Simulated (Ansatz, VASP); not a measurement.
# ScAl in VASP and in Ansatz

```
Sc Al
1.0
     3.30884    0.00000    0.00000
     0.00000    3.30884    0.00000
     0.00000    0.00000    3.30884
Sc Al
1 1
Cartesian
  1.6544 1.6544 1.6544
  0.0000 0.0000 0.0000
```

Alike in both runs: task single point; functional LDA; k mesh 12 × 12 × 12; occupations fermi-dirac, width 0.1 eV; no spin polarisation.

|  | VASP | Ansatz |
| --- | --- | --- |
| version | VASP 6.6.1 | Ansatz 0.2.0 |
| potentials or method | VASP PAW LDA potentials, release 64 (Sc_sv, Al), cutoff 520 eV | all-electron LAPW, scalar-relativistic |

```tsv
	VASP	Ansatz	Ansatz less VASP
pressure (GPa)	0.2	0.0	-0.21
```

LDA's correlation is that of Perdew and Zunger in VASP and of Perdew and Wang (1992) in Ansatz. Ansatz ran all-electron here, and VASP with PAW potentials. Ansatz's warnings: optics on partly filled bands.
